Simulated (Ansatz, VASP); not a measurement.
# Cd in VASP and in Ansatz

Contents of INCAR:

```
SYSTEM = Cd
PREC = Accurate
ENCUT = 520
EDIFF = 1E-8
ISMEAR = -1
SIGMA = 0.05
LREAL = .False.
LASPH = .True.
NELM = 80
ALGO = Normal
ISIF = 2
LWAVE = .False.
LCHARG = .False.
GGA = PE
LEFG = .True.
NBANDS = 19
```

Contents of KPOINTS:

```
regular mesh
0
Gamma
  14 14 7
  0 0 0
```

File POSCAR:

```
Cd
1.0
    3.0384499583      0.0000000000      0.0000000000
   -1.5192249791      2.6313748519      0.0000000000
    0.0000000000      0.0000000000      5.6176500000
Cd
2
Direct
    0.3333333333      0.6666666667      0.2500000000
    0.6666666667      0.3333333333      0.7500000000
```

Input for Ansatz:

```yaml
crystal:
  lattice:
    - [3.0384499583, 0.0, 0.0]
    - [-1.5192249791, 2.6313748519, 0.0]
    - [0.0, 0.0, 5.61765]
  atoms:
    - { symbol: Cd, position: [0.3333333333, 0.6666666667, 0.25] }
    - { symbol: Cd, position: [0.6666666667, 0.3333333333, 0.75] }
kpoints:
  mp_grid: { grid: [14, 14, 7] }
scf:
  occupations: { method: fermi_dirac, width: 0.05 }
hamiltonian:
  xc: pbe
  pseudopotentials: { kind: all_electron, datasets: crystal }
output:
  forces: true
  stress: true
  eigenvalues: true
  efg: { contact_densities: true }
```

Change from the starting cell: equal xx and yy strain of +2 %, crystal datasets.

Alike in both runs: task electric field gradients; functional PBE; k mesh 14 × 14 × 7; occupations fermi-dirac, width 0.05 eV; no spin polarisation.

|  | VASP | Ansatz |
| --- | --- | --- |
| version | VASP 6.6.1 | Ansatz 0.2.0 |
| potentials or method | VASP PAW PBE potentials, release 64 (Cd), cutoff 520 eV | all-electron PAW with datasets made for the crystal, scalar-relativistic |

Ansatz gave:

- pressure (GPa): 0.6
- traceless stress, the component that is largest in VASP (GPa): 0.02
- size of Vzz on the site where it differs most (V/Å²): 61.1

Problem. Estimate VASP's values.

Solution. Pressure (GPa): 0.9; traceless stress, the component that is largest in VASP (GPa): -0.09; size of Vzz on the site where it differs most (V/Å²): 64.2.

Ansatz ran all-electron here, and VASP with PAW potentials.
